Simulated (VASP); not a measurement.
Here is a VASP 6.6.1 calculation.

File INCAR:

```
PREC = Accurate
ENCUT = 520
EDIFF = 1E-7
ISMEAR = 0
SIGMA = 0.1
LREAL = False
LASPH = True
NELM = 60
ALGO = Fast
ISIF = 2
LWAVE = False
LCHARG = False
GGA = PS
NBANDS = 22
```

Contents of KPOINTS:

```
Automatic mesh
0
Gamma
  12 12 8
```

Contents of POSCAR:

```
HfC
1.0
    3.3588783815      0.0092931676      0.0267763571
   -1.6713910714      2.9175155045     -0.0423382478
    0.0416737391     -0.0520271400      5.2196228205
Hf C
2 2
Direct
    0.6397793415      0.3444208599      0.7844991369
    0.3602206585      0.6555791401      0.2155008631
    0.0000000000      0.0000000000      0.0000000000
    0.0000000000      0.0000000000      0.5000000000
```

Potentials or basis: VASP PAW PBE potentials, release 64 (Hf_pv, C).

Launch:

```sh
$ cat potpaw_PBE.64/Hf_pv/POTCAR potpaw_PBE.64/C/POTCAR > POTCAR
$ mpirun -np 1 vasp_std > vasp.out
```

What does it give for the band gap on the k mesh?

Zero (bands 14 and 15 overlap by 1.07 eV).

What does it give for the pressure?

-3.0 GPa.

Predict the largest force.

6.207 eV/Å.

Forces in eV/Å, atoms in the order of the input:
```
Hf   2.040 -0.814 -5.805
Hf  -2.040  0.814  5.805
C    0.000  0.000  0.000
C    0.000  0.000  0.000
```

Caveat: the cell differs from its parent crystal (strained and its atoms moved); the PAW data sets were made with another functional, which shifts forces and pressure a little; spin-orbit coupling is left out, which moves the levels of the heavy elements.
